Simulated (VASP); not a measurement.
The system is AlNi.

```
CELL_PARAMETERS angstrom
2.91421 0.00000 0.00000
0.00000 2.91421 0.00000
0.00000 0.00000 2.91421
ATOMIC_POSITIONS crystal
Al 0.00000 0.00000 0.00000
Ni 0.50000 0.50000 0.50000
```

```yaml
Program: VASP 6.6.1
Task: relaxation of cell and atoms
Functional: PBE
Potentials_or_basis: VASP PAW PBE potentials, release 64 (Al, Ni)
Cutoff: 600 eV
k_mesh: 14 × 14 × 14
Occupations: gaussian, width 0.1 eV
Spin: no spin polarisation
```

At the start: pressure -3.3 GPa; volume 12.37 Å³/atom.

**Question.** Where does the relaxation end?

**Answer.** Over 3 steps the energy falls by 2.8 meV/atom and the volume is 12.11 Å³/atom (-2.2 %); space group Pm-3m (No. 221, to 0.05 Å).

The path:
| step | energy change (eV) | largest force (eV/Å) | pressure (GPa) | volume (Å³) |
| --- | --- | --- | --- | --- |
| 1 | 0.0000 | 0.0000 | -3.33 | 24.75 |
| 2 | -0.0027 | 0.0000 | 2.54 | 23.84 |
| 3 | -0.0057 | 0.0000 | 0.00 | 24.21 |

Final structure:
```cif
data_structure
_symmetry_space_group_name_H-M 'P 1'
_symmetry_Int_Tables_number 1
_cell_length_a 2.8931
_cell_length_b 2.8931
_cell_length_c 2.8931
_cell_angle_alpha 90.000
_cell_angle_beta 90.000
_cell_angle_gamma 90.000
_cell_volume 24.21
loop_
_atom_site_label
_atom_site_type_symbol
_atom_site_fract_x
_atom_site_fract_y
_atom_site_fract_z
_atom_site_occupancy
Al1 Al 0.00000 0.00000 0.00000 1
Ni1 Ni 0.50000 0.50000 0.50000 1
```
